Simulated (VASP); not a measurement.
Write the native input for VASP 6.6.1 that does the following.

```
Task                   : single point
Functional             : PBE
Potentials or basis    : VASP PAW PBE potentials, release 64 (In_d, As)
Cutoff                 : 520 eV
k mesh                 : 3 × 3 × 3
Occupations            : gaussian, width 0.2 eV
Spin                   : no spin polarisation
Dipole correction      : no
Further INCAR settings : ALGO = Normal; EDIFF = 1e-06; NBANDS = 50
```

The structure of In6As lies in POSCAR:

```
In6As
1.0
    6.2032617567      0.0000000000      0.0000000000
   -3.1016308784      5.3721822677      0.0000000000
    0.0000000000      0.0000000000      5.8202933588
In As
6 1
Direct
    0.3828606424      0.3828606424      0.2434173863
    0.0000000000      0.6171393576      0.2434173863
    0.6171393576      0.0000000000      0.2434173863
    0.0000000000      0.3828606424      0.7565826137
    0.3828606424      0.0000000000      0.7565826137
    0.6171393576      0.6171393576      0.7565826137
    0.0000000000      0.0000000000      0.5000000000
```

The cell was built from a structure type or drawn by symmetry, and may not be a known phase.

One way to write it, as run:

INCAR

```
SYSTEM = In6As
ALGO = Normal
EDIFF = 1E-6
ENCUT = 520
GGA = PE
ISIF = 2
ISMEAR = 0
LASPH = .TRUE.
LCHARG = .FALSE.
LREAL = .FALSE.
LWAVE = .FALSE.
NBANDS = 50
NELM = 80
PREC = Accurate
SIGMA = 0.2
```

KPOINTS

```
k-points
0
G
  3 3 3
  0 0 0
```

Potentials or basis: VASP PAW PBE potentials, release 64 (In_d, As).

Run with:

```console
$ cat potpaw_PBE.64/In_d/POTCAR potpaw_PBE.64/As/POTCAR > POTCAR
$ mpirun -np 1 vasp_std > vasp.out
```

Results of the run:

The pressure is 0.2 GPa. The largest force is 0.068 eV/Å. The band gap on the k mesh is zero (an odd number of electrons rules out a gap without spin polarisation).

Caveat: the k points lie up to 0.39 Å⁻¹ apart, too coarse for converged energies and pressures of a metal; spin-orbit coupling is left out, which moves the levels of the heavy elements.

Wall time 40 s on 1 thread of Intel(R) Xeon(R) 6975P-C (Granite Rapids), with other jobs on the host, peak memory 0.34 GiB.
